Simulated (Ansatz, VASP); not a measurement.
**Hg in VASP and in Ansatz**

INCAR

```
ALGO = Normal
EDIFF = 1E-8
ENCUT = 520
GGA = CA
ISIF = 2
ISMEAR = -1
LASPH = True
LCHARG = False
LEFG = True
LREAL = False
LWAVE = False
NBANDS = 12
NELM = 100
PREC = Accurate
SIGMA = 0.03
```

The input KPOINTS:

```
k-points
0
Gamma
  12 12 12
```

The input POSCAR:

```
Hg
1.0
    1.7183893641      0.9921125620      2.2190062596
   -1.7183893641      0.9921125620      2.2190062596
    0.0000000000     -1.9842251239      2.2190062596
Hg
1
Direct
    0.0000000000      0.0000000000      0.0000000000
```

Input for Ansatz:

```yaml
crystal:
  lattice:
    - [1.7183893641, 0.992112562, 2.2190062596]
    - [-1.7183893641, 0.992112562, 2.2190062596]
    - [0.0, -1.9842251239, 2.2190062596]
  atoms:
    - { symbol: Hg, position: [0.0, 0.0, 0.0] }
kpoints:
  mp_grid: { grid: [12, 12, 12] }
scf:
  occupations: { method: fermi_dirac, width: 0.03 }
hamiltonian:
  xc: lda
  pseudopotentials: { kind: paw }
output:
  forces: true
  stress: true
  eigenvalues: true
  efg: { contact_densities: true }
```

Change from the starting cell: volume scaled by 0.98, PAW files.

Alike in both runs: task electric field gradients; functional LDA; k mesh 12 × 12 × 12; occupations fermi-dirac, width 0.03 eV; no spin polarisation.

|  | VASP | Ansatz |
| --- | --- | --- |
| version | VASP 6.6.1 | Ansatz 0.2.0 |
| potentials or method | VASP PAW LDA potentials, release 64 (Hg) | PAW with Ansatz's default frozen-core files, scalar-relativistic |
| plane-wave cutoff (eV) | 520 | 420 |
| valence electrons in the cell | 12 | 20 |

```tsv
	VASP	Ansatz	Ansatz less VASP
pressure (GPa)	-0.1	-0.7	-0.62
traceless stress, the component that is largest in VASP (GPa)	-0.20	-0.56	-0.365
size of Vzz on the site where it differs most (V/Å²)	156.1	124.4	-31.70
```

LDA's correlation is that of Perdew and Zunger in VASP and of Perdew and Wang (1992) in Ansatz. VASP's potentials hold 12 valence electrons a cell and Ansatz's 20, so a difference there can come from the potentials and not from the codes.

Spin-orbit coupling is off throughout.
